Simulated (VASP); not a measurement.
# Tl2Cu2GeTe (R-3m) in VASP: relaxation of cell and atoms with PBE

Aim: the relaxation of cell and atoms of Tl2Cu2GeTe with PBE.

Everything below comes from runs of VASP 6.6.1. Logs are shortened: lines on timing, memory, paths and dates and some standing lists are left out, and cuts for length are marked.

### 1 The cell of the first run

The structure is trigonal, space group R-3m (No. 166). Conventional cell: a = 5.847 Å, b = 5.847 Å, c = 17.654 Å, α = 90.00°, β = 90.00°, γ = 120.00°. Tl (site symmetry 3m) has 1 Cu at 2.64 Å and 1 Ge at 3.22 Å and 3 Te at 3.39 Å and 3 Tl at 3.42 Å within 3.5 Å. Within 3.5 Å of Cu (site symmetry 3m) lie 1 Tl at 2.64 Å and 1 Te at 2.97 Å and 3 Ge at 3.38 Å and 3 Cu at 3.38 Å. Within 4.5 Å of Ge (site symmetry -3m) lie 8 Tl at 3.22 to 4.30 Å and 6 Cu at 3.38 Å and 6 Te at 4.48 Å. Within 3.9 Å of Te (site symmetry -3m) lie 2 Cu at 2.97 Å and 6 Tl at 3.39 Å.

The cell was built from a structure type or drawn by symmetry, and may not be a known phase.

### 2 Relaxation of cell and atoms, PBE

The input, INCAR:

```
SYSTEM = Tl2Cu2GeTe
PREC = Accurate
ENCUT = 600
EDIFF = 1E-6
ISMEAR = 0
SIGMA = 0.2
LREAL = .False.
LASPH = .True.
NELM = 80
ALGO = Fast
ISIF = 3
LWAVE = .False.
LCHARG = .False.
GGA = PE
IBRION = 2
NSW = 36
EDIFFG = -0.08
```

The input, KPOINTS:

```
Automatic mesh
0
Gamma
  4 4 4
  0 0 0
```

The input, POSCAR:

```
Tl2Cu2GeTe
1.0
    2.9237160900      1.6880082700      5.8845062800
   -2.9237160900      1.6880082700      5.8845062800
    0.0000000000     -3.3760165400      5.8845062800
Tl Cu Ge Te
2 2 1 1
Direct
    0.1823051200      0.1823051200      0.1823051200
    0.8176948800      0.8176948800      0.8176948800
    0.6679993100      0.6679993100      0.6679993100
    0.3320006900      0.3320006900      0.3320006900
    0.0000000000      0.0000000000      0.0000000000
    0.5000000000      0.5000000000      0.5000000000
```

Potentials or basis: VASP PAW PBE potentials, release 64 (Tl_d, Cu, Ge_d, Te).

On the command line:

```sh
$ cat potpaw_PBE.64/Tl_d/POTCAR potpaw_PBE.64/Cu/POTCAR potpaw_PBE.64/Ge_d/POTCAR potpaw_PBE.64/Te/POTCAR > POTCAR
$ mpirun -np 1 vasp_std > vasp.out
```

OUTCAR:

```text
SYSTEM = Tl2Cu2GeTe
   PREC = Accurate
   ENCUT = 600
   EDIFF = 1E-6
   ISMEAR = 0
   LREAL = .False.
   LASPH = .True.
   NELM = 80
   ISIF = 3
   GGA = PE
   IBRION = 2
   NSW = 36
   EDIFFG = -0.08

 ion  position               nearest neighbor table
   1  0.182  0.182  0.182-   4 2.64   5 3.22   6 3.39   6 3.39   6 3.39   2 3.42   2 3.42   2 3.42

   2  0.818  0.818  0.818-   3 2.64   5 3.22   6 3.39   6 3.39   6 3.39   1 3.42   1 3.42   1 3.42

   3  0.668  0.668  0.668-   2 2.64   6 2.97
   4  0.332  0.332  0.332-   1 2.64   6 2.97
   5  0.000  0.000  0.000-   1 3.22   2 3.22
   6  0.500  0.500  0.500-   3 2.97   4 2.97   1 3.39   2 3.39   1 3.39   1 3.39   2 3.39   2 3.39

  LATTYP: Found a trigonal (rhomboedric) cell.
 ALAT       =     6.7841655238
 COS(alpha) =     0.6285438786

  Lattice vectors:

 A1 = (   2.9237160900,   1.6880082700,   5.8845062800)
 A2 = (  -2.9237160900,   1.6880082700,   5.8845062800)
 A3 = (   0.0000000000,  -3.3760165400,   5.8845062800)

Analysis of symmetry for initial positions (statically):
=====================================================================
 Subroutine PRICEL returns:
 Original cell was already a primitive cell.

 Routine SETGRP: Setting up the symmetry group for a
 trigonal (rhombohedral) supercell.

 Subroutine GETGRP returns: Found 12 space group operations
 (whereof 12 operations were pure point group operations)
 out of a pool of 12 trial point group operations.

The static configuration has the point symmetry D_3d.

Analysis of symmetry for dynamics (positions and initial velocities):
=====================================================================
 Subroutine PRICEL returns:
 Original cell was already a primitive cell.

 Routine SETGRP: Setting up the symmetry group for a
 trigonal (rhombohedral) supercell.

 Subroutine GETGRP returns: Found 12 space group operations
 (whereof 12 operations were pure point group operations)
 out of a pool of 12 trial point group operations.

The dynamic configuration has the point symmetry D_3d.

 Subroutine INISYM returns: Found 12 space group operations
 (whereof 12 operations are pure point group operations),
 and found     1 'primitive' translations

----------------------------------------------------------------------------------------

                                     Primitive cell

  volume of cell :     174.2493

  direct lattice vectors                    reciprocal lattice vectors
     2.923716090  1.688008270  5.884506280     0.171015237  0.098735693  0.056645930
    -2.923716090  1.688008270  5.884506280    -0.171015237  0.098735693  0.056645930
     0.000000000 -3.376016540  5.884506280     0.000000000 -0.197471386  0.056645930

  length of vectors
     6.784165524  6.784165524  6.784165523     0.205435415  0.205435415  0.205435415

  position of ions in fractional coordinates (direct lattice)
     0.182305120  0.182305120  0.182305120
     0.817694880  0.817694880  0.817694880
     0.667999310  0.667999310  0.667999310
     0.332000690  0.332000690  0.332000690
     0.000000000  0.000000000  0.000000000
     0.500000000  0.500000000  0.500000000

  ion indices of the primitive-cell ions
   primitive index   ion index
                 1           1
                 2           2
                 3           3
                 4           4
                 5           5
                 6           6

----------------------------------------------------------------------------------------

 KPOINTS: Automatic mesh

Automatic generation of k-mesh.
 Grid dimensions read from file:
 generate k-points for:    4    4    4

 Generating k-lattice:

  Cartesian coordinates                     Fractional coordinates (reciprocal lattice)
     0.042753809  0.024683923  0.014161483     0.250000000 -0.000000000  0.000000000
    -0.042753809  0.024683923  0.014161483    -0.000000000  0.250000000  0.000000000
     0.000000000 -0.049367847  0.014161483     0.000000000  0.000000000  0.250000000

  Length of vectors
     0.051358854  0.051358854  0.051358854

  Shift w.r.t. Gamma in fractional coordinates (k-lattice)
     0.000000000  0.000000000  0.000000000

 Subroutine IBZKPT returns following result:
 ===========================================

 Found     13 irreducible k-points:

 Following reciprocal coordinates:
            Coordinates               Weight
  0.000000  0.000000  0.000000      1.000000
  0.250000  0.000000  0.000000      6.000000
  0.500000  0.000000  0.000000      3.000000
  0.250000  0.250000  0.000000      6.000000
  0.500000  0.250000  0.000000     12.000000
 -0.250000  0.250000  0.000000      6.000000
  0.500000  0.500000  0.000000      3.000000
  0.250000  0.250000  0.250000      2.000000
  0.500000  0.250000  0.250000      6.000000
 -0.250000  0.250000  0.250000      6.000000
  0.500000  0.500000  0.250000      6.000000
 -0.250000  0.500000  0.250000      6.000000
  0.500000  0.500000  0.500000      1.000000
   k-points           NKPTS =     13   k-points in BZ     NKDIM =     13   number of bands    NBANDS=     40
   number of dos      NEDOS =    301   number of ions     NIONS =      6
   total plane-waves  NPLWV = 157464
   dimension x,y,z NGX =    54 NGY =   54 NGZ =   54
   dimension x,y,z NGXF=   108 NGYF=  108 NGZF=  108
   ions per type =               2   2   1   1
   NGX,Y,Z   is equivalent  to a cutoff of  13.23, 13.23, 13.23 a.u.
   NGXF,Y,Z  is equivalent  to a cutoff of  26.47, 26.47, 26.47 a.u.
 SYSTEM =  Tl2Cu2GeTe
   PREC   = accura    normal or accurate (medium, high low for compatibility)
   ISTART =      0    job   : 0-new  1-cont  2-samecut
   ICHARG =      2    charge: 1-file 2-atom 10-const
   ISPIN  =      1    spin polarized calculation?
   LNONCOLLINEAR =      F non collinear calculations
   LSORBIT =      F    spin-orbit coupling
   LASPH  =      T    aspherical Exc in radial PAW
   ENCUT  =  600.0 eV  44.10 Ry    6.64 a.u.  13.55 13.55 13.55*2*pi/ulx,y,z
   NELM   =     80;   NELMIN=  2; NELMDL= -5     # of ELM steps
   EDIFF  = 0.1E-05   stopping-criterion for ELM
   LREAL  =      F    real-space projection
   EDIFFG = -.8E-01   stopping-criterion for IOM
   NSW    =     36    number of steps for IOM
   IBRION =      2    ionic relax: 0-MD 1-quasi-New 2-CG
   NFREE  =      1    steps in history (QN), initial steepest desc. (CG)
   ISIF   =      3    stress and relaxation
   ISYM   =      2    0-nonsym 1-usesym 2-fastsym
   POTIM  = 0.5000    time-step for ionic-motion
   TEBEG  =    0.0;   TEEND  =   0.0 temperature during run
   PSTRESS=    0.0 pullay stress
   NELECT =      68.0000    total number of electrons
   NUPDOWN=      -1.0000    fix difference up-down
   EMIN   =  10.00;   EMAX   =-10.00  energy-range for DOS
   EFERMI =   0.00;   METHOD = LEGACY
   ISMEAR =     0;   SIGMA  =   0.20  broadening in eV -4-tet -1-fermi 0-gaus
   EFERMI_NEDOS =   21; number of points for ismear=-14 and -15
   IALGO  =     68    algorithm
   IMIX   =      4    mixing-type and parameters
     AMIX     =   0.40;   BMIX     =  1.00
     AMIX_MAG =   1.60;   BMIX_MAG =  1.00
  volume/ion in A,a.u.               =      29.04       195.98
  Fermi-wavevector in a.u.,A,eV,Ry     =   1.196339  2.260752 19.473013  1.431226
  Thomas-Fermi vector in A             =   2.332281
   LORBIT       =      0    0 simple, 1 ext, 2 COOP (PROOUT), +10 PAW based schemes
   GGA     = PE    functional components
   LHFCALC =     F    Hartree Fock is set to
   AEXX    =    0.0000 exact exchange contribution
   IVDW    =     0    specifies the selected vdW correction
   LEPSILON=     F    determine dielectric tensor
   LRPA    =     F    only Hartree local field effects (RPA)
 conjugate gradient relaxation of ions
 non-spin polarized calculation
 RMM-DIIS sequential band-by-band and
 Gauss-broadening in eV      SIGMA  =   0.20
  energy-cutoff  :      600.00
  volume of cell :      174.25
 maximum number of plane-waves:      5843
   NGX = 27   NGY = 27   NGZ = 27

--------------------------------------- Ionic step        1  -------------------------------------------

 number of electron      67.9999997 magnetization

 Free energy of the ion-electron system (eV)
  ---------------------------------------------------
  ext. energy  EPLUGINS =         0.00000000
  ---------------------------------------------------
  free energy    TOTEN  =       -16.48888995 eV

  energy without entropy =      -16.39298665  energy(sigma->0) =      -16.44093830

 E-fermi :   3.9010     XC(G=0):  -9.3053

 val. band max:        3.8785166054   @ k =   0.5000   0.2500   0.2500
 cond. band min:       3.9187186369   @ k =  -0.2500   0.5000   0.2500
 fundamental gap:      0.0402020315
 Fermi energy:         3.9009803679

 k-point     1 :       0.0000    0.0000    0.0000
  band No.  band energies     occupation
      1     -20.9587      2.00000
      2     -20.9587      2.00000
      3     -20.9576      2.00000
      4     -20.9563      2.00000
      5     -20.9563      2.00000
      6      -7.6483      2.00000
[... 585 lines left out ...]
  energy  without entropy=      -16.3929866544  energy(sigma->0) =      -16.44093830

--------------------------------------- Ionic step        2  -------------------------------------------

 number of electron      68.0000000 magnetization

 E-fermi :   5.1001     XC(G=0):  -9.9113

 val. band max:        5.0866472965   @ k =   0.5000   0.2500   0.2500
 cond. band min:       5.1132292800   @ k =   0.5000   0.5000   0.0000
 fundamental gap:      0.0265819835
 Fermi energy:         5.1000965370

 k-point     1 :       0.0000    0.0000    0.0000
  band No.  band energies     occupation
      1     -19.6187      2.00000
      2     -19.6186      2.00000
      3     -19.6186      2.00000
      4     -19.6148      2.00000
      5     -19.6148      2.00000
      6      -6.8951      2.00000
[... 621 lines left out ...]
  FREE ENERGIE OF THE ION-ELECTRON SYSTEM (eV)
  ---------------------------------------------------
  free  energy   TOTEN  =       -17.1298440631 eV

  energy  without entropy=      -17.0767391838  energy(sigma->0) =      -17.10329162

[... ionic steps 4 to 11 ...]

--------------------------------------- Ionic step       12  -------------------------------------------

 number of electron      68.0000009 magnetization

------------------------ aborting loop because EDIFF is reached ----------------------------------------

  FORCE on cell =-STRESS in cart. coord.  units (eV):
  Direction    XX          YY          ZZ          XY          YZ          ZX
  --------------------------------------------------------------------------------------
  -------------------------------------------------------------------------------------
  Total       -0.1638869     -0.1638869     -0.3169587      0.0000000     -0.0000000     -0.0000000
  in kB       -1.8061731     -1.8061731     -3.4931545      0.0000000     -0.0000000     -0.0000000
  external PRESSURE =      -2.3685002 kB  Pullay stress =       0.0000000 kB
[... 65 lines left out ...]
  energy  without entropy=      -17.2613448011  energy(sigma->0) =      -17.29112053

--------------------------------------- Ionic step       14  -------------------------------------------

 number of electron      68.0000013 magnetization

 Free energy of the ion-electron system (eV)
  ---------------------------------------------------
  ext. energy  EPLUGINS =         0.00000000
  ---------------------------------------------------
  free energy    TOTEN  =       -17.32104280 eV

  energy without entropy =      -17.26139518  energy(sigma->0) =      -17.29121899

 E-fermi :   5.7218     XC(G=0): -10.2047

 val. band max:        5.6752934706   @ k =  -0.2500   0.5000   0.2500
 cond. band min:       5.7442536846   @ k =   0.5000   0.2500   0.2500
 fundamental gap:      0.0689602140
 Fermi energy:         5.7217988827

 k-point     1 :       0.0000    0.0000    0.0000
  band No.  band energies     occupation
      1     -19.0598      2.00000
      2     -19.0478      2.00000
      3     -19.0478      2.00000
      4     -19.0165      2.00000
      5     -19.0165      2.00000
      6      -6.6458      2.00000
[... 581 lines left out ...]
  FREE ENERGIE OF THE ION-ELECTRON SYSTEM (eV)
  ---------------------------------------------------
  free  energy   TOTEN  =       -17.3210428034 eV

  energy  without entropy=      -17.2613951753  energy(sigma->0) =      -17.29121899

 reached required accuracy - stopping structural energy minimisation
```

It took 55 min on 1 thread of Oxide Virtual Turin-like, shared host; peak memory 0.46 GiB.

Results:

* Free energy: -17.3210 eV
* Relaxed volume: 24.02 Å³/atom
* Relaxed cell: a = 6.417 Å, b = 6.417 Å, c = 6.417 Å, α = 50.31°, β = 50.31°, γ = 50.31°
* Space group after relaxing (to 0.1 Å): R-3m (No. 166)
* Energy gained by relaxing: 138.7 meV/atom
* Ionic steps: 14
* Pressure after relaxing: 0.2 GPa
* Largest force after relaxing: 0.076 eV/Å
* Band gap on the k mesh: zero (bands 34 and 35 overlap by 0.53 eV)

Forces in eV/Å, atoms in the order of the input:
```
Tl   0.000  0.000  0.013
Tl   0.000  0.000 -0.013
Cu   0.000  0.000  0.076
Cu   0.000  0.000 -0.076
Ge   0.000  0.000  0.000
Te   0.000  0.000  0.000
```

Step by step:
| step | energy change (eV) | largest force (eV/Å) | pressure (GPa) | volume (Å³) |
| --- | --- | --- | --- | --- |
| 1 | 0.0000 | 0.7233 | -4.85 | 174.25 |
| 2 | -0.5676 | 0.9828 | -2.06 | 153.00 |
| 3 | -0.6410 | 1.1070 | 0.54 | 143.90 |
| 4 | -0.7420 | 0.3775 | 1.03 | 140.98 |
| 5 | -0.7448 | 0.2609 | 0.95 | 140.45 |
| 6 | -0.7683 | 0.2325 | 0.05 | 143.62 |
| 7 | -0.7723 | 0.2381 | -0.45 | 145.30 |
| 8 | -0.7864 | 0.1797 | -0.18 | 144.99 |
| 9 | -0.7922 | 0.1207 | 0.09 | 144.69 |
| 10 | -0.8046 | 0.1223 | -0.04 | 144.83 |
| 11 | -0.8157 | 0.1316 | -0.17 | 145.03 |
| 12 | -0.8229 | 0.2202 | -0.24 | 145.38 |
| 13 | -0.8320 | 0.0883 | 0.21 | 144.20 |
| 14 | -0.8322 | 0.0759 | 0.20 | 144.09 |

Final structure:
```yaml
crystal:
  lattice:
    - [2.72760, 1.57478, 5.59104]
    - [-2.72760, 1.57478, 5.59104]
    - [0.00000, -3.14956, 5.59104]
  atoms:
    - { symbol: Tl, position: [0.19454, 0.19454, 0.19454] }
    - { symbol: Tl, position: [0.80546, 0.80546, 0.80546] }
    - { symbol: Cu, position: [0.65100, 0.65100, 0.65100] }
    - { symbol: Cu, position: [0.34900, 0.34900, 0.34900] }
    - { symbol: Ge, position: [0.00000, 0.00000, 0.00000] }
    - { symbol: Te, position: [0.50000, 0.50000, 0.50000] }
```

Caveat: the volume moved by over 15 % at a fixed basis, so the end points are rough; spin-orbit coupling is left out, which moves the levels of the heavy elements; the relaxation stopped at a loose force limit of 0.08 eV/Å, so its end isn't a converged minimum.
